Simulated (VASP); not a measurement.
# SiC (P6_3mc) in VASP: a series of runs

The runs below take SiC through single point, with PBEsol.

Program: VASP 6.6.1. These are calculated values, not measurements. Logs are shortened: lines on timing, memory, paths and dates and some standing lists are left out, and cuts for length are marked.

**1. The cell of the first run**

The structure is hexagonal, space group P6_3mc (No. 186). Conventional cell: a = 2.984 Å, b = 2.984 Å, c = 5.048 Å, α = 90.00°, β = 90.00°, γ = 120.00°. Within 2.4 Å of Si (site symmetry 3m) lie 4 C at 1.82 to 1.94 Å. Within 2.4 Å of C (site symmetry 3m) lie 4 Si at 1.82 to 1.94 Å.

**2. Single point, PBEsol (equal xx and yy strain of -3 %)**

The input, INCAR:

```
SYSTEM = SiC
PREC = Accurate
ENCUT = 520
EDIFF = 1E-7
ISMEAR = -1
SIGMA = 0.08
LREAL = .FALSE.
LASPH = .TRUE.
NELM = 60
ALGO = Normal
ISIF = 2
LWAVE = .FALSE.
LCHARG = .FALSE.
GGA = PS
NBANDS = 16
```

The input, KPOINTS:

```
regular mesh
0
G
  15 15 8
  0 0 0
```

The input, POSCAR:

```
SiC
1.0
    2.9837182602      0.0000000000      0.0000000000
   -1.4918591301      2.5839758111      0.0000000000
    0.0000000000      0.0000000000      5.0480000000
Si C
2 2
Direct
    0.3333333333      0.6666666667      0.0000000000
    0.6666666667      0.3333333333      0.5000000000
    0.3333333333      0.6666666667      0.3850000000
    0.6666666667      0.3333333333      0.8850000000
```

Potentials or basis: VASP PAW PBE potentials, release 64 (Si, C).

Command:

```console
> cat potpaw_PBE.64/Si/POTCAR potpaw_PBE.64/C/POTCAR > POTCAR
> mpirun -np 1 vasp_std > vasp.out
```

OUTCAR:

```text
SYSTEM = SiC
   PREC = Accurate
   ENCUT = 520
   EDIFF = 1E-7
   ISMEAR = -1
   LREAL = .FALSE.
   LASPH = .TRUE.
   NELM = 60
   ISIF = 2
   GGA = PS

 ion  position               nearest neighbor table
   1  0.333  0.667  0.000-   4 1.82   4 1.82   4 1.82   3 1.94   2 3.06   2 3.06   2 3.06   2 3.06
                             2 3.06   2 3.06
   2  0.667  0.333  0.500-   3 1.82   3 1.82   3 1.82   4 1.94   1 3.06   1 3.06   1 3.06   1 3.06
                             1 3.06   1 3.06
   3  0.333  0.667  0.385-   2 1.82   2 1.82   2 1.82   1 1.94
   4  0.667  0.333  0.885-   1 1.82   1 1.82   1 1.82   2 1.94

  LATTYP: Found a hexagonal cell.
 ALAT       =     2.9837182602
 C/A-ratio  =     1.6918487470

  Lattice vectors:

 A1 = (   2.9837182602,   0.0000000000,   0.0000000000)
 A2 = (  -1.4918591301,   2.5839758111,   0.0000000000)
 A3 = (   0.0000000000,   0.0000000000,   5.0480000000)

Analysis of symmetry for initial positions (statically):
=====================================================================
 Subroutine PRICEL returns:
 Original cell was already a primitive cell.

 Routine SETGRP: Setting up the symmetry group for a
 hexagonal supercell.

 Subroutine GETGRP returns: Found 12 space group operations
 (whereof  6 operations were pure point group operations)
 out of a pool of 24 trial point group operations.

The static configuration has the point symmetry C_3v.
 The point group associated with its full space group is C_6v.

Analysis of symmetry for dynamics (positions and initial velocities):
=====================================================================
 Subroutine PRICEL returns:
 Original cell was already a primitive cell.

 Routine SETGRP: Setting up the symmetry group for a
 hexagonal supercell.

 Subroutine GETGRP returns: Found 12 space group operations
 (whereof  6 operations were pure point group operations)
 out of a pool of 24 trial point group operations.

The dynamic configuration has the point symmetry C_3v.
 The point group associated with its full space group is C_6v.

 Subroutine INISYM returns: Found 12 space group operations
 (whereof  6 operations are pure point group operations),
 and found     1 'primitive' translations

----------------------------------------------------------------------------------------

                                     Primitive cell

  volume of cell :      38.9194

  direct lattice vectors                    reciprocal lattice vectors
     2.983718260  0.000000000  0.000000000     0.335152287  0.193500263  0.000000000
    -1.491859130  2.583975811  0.000000000     0.000000000  0.387000527  0.000000000
     0.000000000  0.000000000  5.048000000     0.000000000  0.000000000  0.198098257

  length of vectors
     2.983718260  2.983718260  5.048000000     0.387000527  0.387000527  0.198098257

  position of ions in fractional coordinates (direct lattice)
     0.333333333  0.666666667  0.000000000
     0.666666667  0.333333333  0.500000000
     0.333333333  0.666666667  0.385000000
     0.666666667  0.333333333  0.885000000

  ion indices of the primitive-cell ions
   primitive index   ion index
                 1           1
                 2           2
                 3           3
                 4           4

----------------------------------------------------------------------------------------

 KPOINTS: regular mesh

Automatic generation of k-mesh.
 Grid dimensions read from file:
 generate k-points for:   15   15    8

 Generating k-lattice:

  Cartesian coordinates                     Fractional coordinates (reciprocal lattice)
     0.022343486  0.012900018  0.000000000     0.066666667  0.000000000  0.000000000
     0.000000000  0.025800035  0.000000000     0.000000000  0.066666667  0.000000000
     0.000000000  0.000000000  0.024762282     0.000000000  0.000000000  0.125000000

  Length of vectors
     0.025800035  0.025800035  0.024762282

  Shift w.r.t. Gamma in fractional coordinates (k-lattice)
     0.000000000  0.000000000  0.000000000

 Subroutine IBZKPT returns following result:
 ===========================================

 Found    135 irreducible k-points:

 Following reciprocal coordinates:
            Coordinates               Weight
  0.000000  0.000000  0.000000      1.000000
  0.066667  0.000000  0.000000      6.000000
  0.133333 -0.000000  0.000000      6.000000
  0.200000  0.000000  0.000000      6.000000
  0.266667 -0.000000  0.000000      6.000000
  0.333333  0.000000  0.000000      6.000000
[... 16 lines left out ...]
  0.333333  0.200000  0.000000     12.000000
  0.400000  0.200000  0.000000      6.000000
 [... further k-points ...]
   k-points           NKPTS =    135   k-points in BZ     NKDIM =    135   number of bands    NBANDS=     16
   number of dos      NEDOS =    301   number of ions     NIONS =      4
   total plane-waves  NPLWV =  23040
   dimension x,y,z NGX =    24 NGY =   24 NGZ =   40
   dimension x,y,z NGXF=    48 NGYF=   48 NGZF=   80
   ions per type =               2   2
   NGX,Y,Z   is equivalent  to a cutoff of  13.37, 13.37, 13.17 a.u.
   NGXF,Y,Z  is equivalent  to a cutoff of  26.74, 26.74, 26.35 a.u.
 SYSTEM =  SiC
   PREC   = accura    normal or accurate (medium, high low for compatibility)
   ISTART =      0    job   : 0-new  1-cont  2-samecut
   ICHARG =      2    charge: 1-file 2-atom 10-const
   ISPIN  =      1    spin polarized calculation?
   LNONCOLLINEAR =      F non collinear calculations
   LSORBIT =      F    spin-orbit coupling
   LASPH  =      T    aspherical Exc in radial PAW
   ENCUT  =  520.0 eV  38.22 Ry    6.18 a.u.   5.55  5.55  9.39*2*pi/ulx,y,z
   NELM   =     60;   NELMIN=  2; NELMDL= -5     # of ELM steps
   EDIFF  = 0.1E-06   stopping-criterion for ELM
   LREAL  =      F    real-space projection
   EDIFFG = 0.1E-05   stopping-criterion for IOM
   NSW    =      0    number of steps for IOM
   IBRION =     -1    ionic relax: 0-MD 1-quasi-New 2-CG
   NFREE  =      0    steps in history (QN), initial steepest desc. (CG)
   ISIF   =      2    stress and relaxation
   ISYM   =      2    0-nonsym 1-usesym 2-fastsym
   POTIM  = 0.5000    time-step for ionic-motion
   TEBEG  =    0.0;   TEEND  =   0.0 temperature during run
   PSTRESS=    0.0 pullay stress
   NELECT =      16.0000    total number of electrons
   NUPDOWN=      -1.0000    fix difference up-down
   EMIN   =  10.00;   EMAX   =-10.00  energy-range for DOS
   EFERMI =   0.00;   METHOD = LEGACY
   ISMEAR =    -1;   SIGMA  =   0.08  broadening in eV -4-tet -1-fermi 0-gaus
   EFERMI_NEDOS =   21; number of points for ismear=-14 and -15
   IALGO  =     38    algorithm
   IMIX   =      4    mixing-type and parameters
     AMIX     =   0.40;   BMIX     =  1.00
     AMIX_MAG =   1.60;   BMIX_MAG =  1.00
  volume/ion in A,a.u.               =       9.73        65.66
  Fermi-wavevector in a.u.,A,eV,Ry     =   1.217287  2.300339 20.160942  1.481787
  Thomas-Fermi vector in A             =   2.352612
   LORBIT       =      0    0 simple, 1 ext, 2 COOP (PROOUT), +10 PAW based schemes
   GGA     = PS    functional components
   LHFCALC =     F    Hartree Fock is set to
   AEXX    =    0.0000 exact exchange contribution
   IVDW    =     0    specifies the selected vdW correction
   LEPSILON=     F    determine dielectric tensor
   LRPA    =     F    only Hartree local field effects (RPA)
 non-spin polarized calculation
  energy-cutoff  :      520.00
  volume of cell :       38.92
 maximum number of plane-waves:      1074
 NGX is ok and might be reduce to    24
   NGX = 11   NGY = 11   NGZ = 19

 number of electron      16.0000000 magnetization

 Free energy of the ion-electron system (eV)
  ---------------------------------------------------
  ext. energy  EPLUGINS =         0.00000000
  ---------------------------------------------------
  free energy    TOTEN  =       -31.58158636 eV

  energy without entropy =      -31.58158633  energy(sigma->0) =      -31.58158635

 E-fermi :  10.0238     XC(G=0): -11.7612

 val. band max:        8.8926237881   @ k =   0.0000   0.0000   0.0000
 cond. band min:      11.0289077826   @ k =   0.3333   0.3333   0.0000
 fundamental gap:      2.1362839946
 Fermi energy:        10.0238411381

 k-point     1 :       0.0000    0.0000    0.0000
  band No.  band energies     occupation
      1      -7.1848      2.00000
      2      -3.6735      2.00000
      3      -0.1137      2.00000
      4       7.6568      2.00000
      5       7.6568      2.00000
      6       8.8206      2.00000
[... 8 lines left out ...]
     15      18.2113      0.00000
     16      20.6915      0.00000

 k-point     2 :       0.0667    0.0000    0.0000
  band No.  band energies     occupation
      1      -7.1015      2.00000
      2      -3.6005      2.00000
      3      -0.0339      2.00000
      4       7.1953      2.00000
      5       7.5078      2.00000
      6       8.5197      2.00000
[... 8 lines left out ...]
     15      18.4242      0.00000
     16      19.9192      0.00000

 k-point     3 :       0.1333   -0.0000    0.0000
  band No.  band energies     occupation
      1      -6.8528      2.00000
      2      -3.3844      2.00000
      3       0.2032      2.00000
      4       6.0771      2.00000
      5       7.1430      2.00000
      6       7.7253      2.00000
[... 8 lines left out ...]
     15      18.9092      0.00000
     16      18.9319      0.00000

 k-point     4 :       0.2000    0.0000    0.0000
  band No.  band energies     occupation
      1      -6.4426      2.00000
      2      -3.0360      2.00000
      3       0.5873      2.00000
      4       4.6913      2.00000
      5       6.6467      2.00000
      6       6.6998      2.00000
[... 8 lines left out ...]
     15      18.9566      0.00000
     16      19.4752      0.00000
[... 324 lines left out ...]
 k-point    22 :       0.2667    0.2000    0.0000
  band No.  band energies     occupation
      1      -4.2875      2.00000
      2      -1.6454      2.00000
      3       1.5061      2.00000
      4       2.8366      2.00000
      5       3.1453      2.00000
      6       4.3202      2.00000
[... 8 lines left out ...]
     15      19.6894      0.00000
     16      21.2287      0.00000

 k-point    23 :       0.3333    0.2000    0.0000
  band No.  band energies     occupation
      1      -3.5104      2.00000
      2      -1.6845      2.00000
      3       1.2534      2.00000
      4       2.5914      2.00000
      5       3.4227      2.00000
      6       3.7433      2.00000
[... 8 lines left out ...]
     15      20.1010      0.00000
     16      21.1867      0.00000

 k-point    24 :       0.4000    0.2000    0.0000
  band No.  band energies     occupation
      1      -3.0314      2.00000
      2      -1.9447      2.00000
      3       1.2657      2.00000
      4       2.4824      2.00000
      5       3.1117      2.00000
      6       4.0819      2.00000
[... 8 lines left out ...]
     15      20.0890      0.00000
     16      21.7853      0.00000

 [... further k-points ...]
[... 5 lines left out ...]
  --------------------------------------------------------------------------------------
  -------------------------------------------------------------------------------------
  Total        6.2504498      6.2504498     -0.0218887      0.0000000      0.0000000     -0.0000000
  in kB      257.3097559    257.3097559     -0.9010818      0.0000000      0.0000000     -0.0000000
  external PRESSURE =     171.2394767 kB  Pullay stress =       0.0000000 kB

 VOLUME and BASIS-vectors are now :
 -----------------------------------------------------------------------------
  energy-cutoff  :      520.00
  volume of cell :       38.92
      direct lattice vectors                 reciprocal lattice vectors
     2.983718260  0.000000000  0.000000000     0.335152287  0.193500263  0.000000000
    -1.491859130  2.583975811  0.000000000     0.000000000  0.387000527  0.000000000
     0.000000000  0.000000000  5.048000000     0.000000000  0.000000000  0.198098257

 POSITION                                       TOTAL-FORCE (eV/Angst)
 -----------------------------------------------------------------------------------
     -0.00000      1.72265      0.00000        -0.000000      0.000000      1.159318
      1.49186      0.86133      2.52400         0.000000     -0.000000      1.159318
     -0.00000      1.72265      1.94348        -0.000000      0.000000     -1.159318
      1.49186      0.86133      4.46748        -0.000000     -0.000000     -1.159318
 -----------------------------------------------------------------------------------
    total drift:                               -0.000000      0.000000     -0.000290

  FREE ENERGIE OF THE ION-ELECTRON SYSTEM (eV)
  ---------------------------------------------------
  free  energy   TOTEN  =       -31.5815863604 eV

  energy  without entropy=      -31.5815863345  energy(sigma->0) =      -31.58158635
```

It took 40 s on 1 thread of Intel Xeon Platinum 8488C (Sapphire Rapids), shared host; peak memory 0.2 GiB.

Results:

```yaml
Free_energy: -31.5816 eV
Pressure: 17.1 GPa
Largest_force: 1.159 eV/Å
Band_gap_on_the_k_mesh: 2.14 eV, indirect (least direct gap 4.39 eV)
```

Forces in eV/Å, atoms in the order of the input:
```
Si   0.000  0.000  1.159
Si   0.000  0.000  1.159
C    0.000  0.000 -1.159
C    0.000  0.000 -1.159
```

Caveat: the cell differs from its parent crystal (equal xx and yy strain of -3 %); the PAW data sets were made with another functional, which shifts forces and pressure a little.

**3. Single point, PBEsol (equal xx and yy strain of -1 %)**

The input, INCAR:

```
ALGO = Normal
EDIFF = 1E-6
ENCUT = 520
GGA = PS
ISIF = 2
ISMEAR = -1
LASPH = True
LCHARG = False
LREAL = False
LWAVE = False
NBANDS = 16
NELM = 80
PREC = Accurate
SIGMA = 0.08
```

The input, KPOINTS:

```
k-points
0
Gamma
  15 15 8
```

POSCAR: that of step 2 with these lines changed.

```diff
@@ -2,4 +2,4 @@
 1.0
-    2.9837182602      0.0000000000      0.0000000000
-   -1.4918591301      2.5839758111      0.0000000000
+    3.0452382243      0.0000000000      0.0000000000
+   -1.5226191122      2.6372536629      0.0000000000
     0.0000000000      0.0000000000      5.0480000000
```

Potentials or basis: VASP PAW PBE potentials, release 64 (Si, C).

Command:

```console
> cat potpaw_PBE.64/Si/POTCAR potpaw_PBE.64/C/POTCAR > POTCAR
> mpirun -np 1 vasp_std > vasp.out
```

Run time: 38 s. Hardware: 1 thread of Intel Xeon Platinum 8488C (Sapphire Rapids), shared host; peak memory 0.2 GiB.

Results (log left out):

| Property | Result |
| --- | --- |
| Free energy | -31.7564 eV |
| Pressure | 5.6 GPa |
| Largest force | 0.869 eV/Å |
| Band gap on the k mesh | 2.15 eV, indirect (least direct gap 4.11 eV) |

Forces in eV/Å, atoms in the order of the input:
```
Si   0.000  0.000  0.869
Si   0.000  0.000  0.869
C    0.000  0.000 -0.869
C    0.000  0.000 -0.869
```

Stress tensor (GPa, compression positive):
```
 9.32  0.00  0.00
 0.00  9.32  0.00
 0.00  0.00 -1.92
```

Levels at points of the mesh, in eV from the valence-band top:
```csv
k point,band 4,band 5,band 6,band 7,band 8,band 9,band 10,band 11,band 12,band 13
"(0.00, 0.00, 0.00)",-1.46,-1.46,-0.22,-0.22,0.00,4.95,6.03,6.69,6.69,7.74
"(0.00, 0.00, 0.50)",-4.55,-0.88,-0.88,-0.88,-0.88,5.99,5.99,7.33,7.33,7.33
```

Caveat: the cell differs from its parent crystal (equal xx and yy strain of -1 %); the PAW data sets were made with another functional, which shifts forces and pressure a little.

(Part 1 of 2 ends here.)
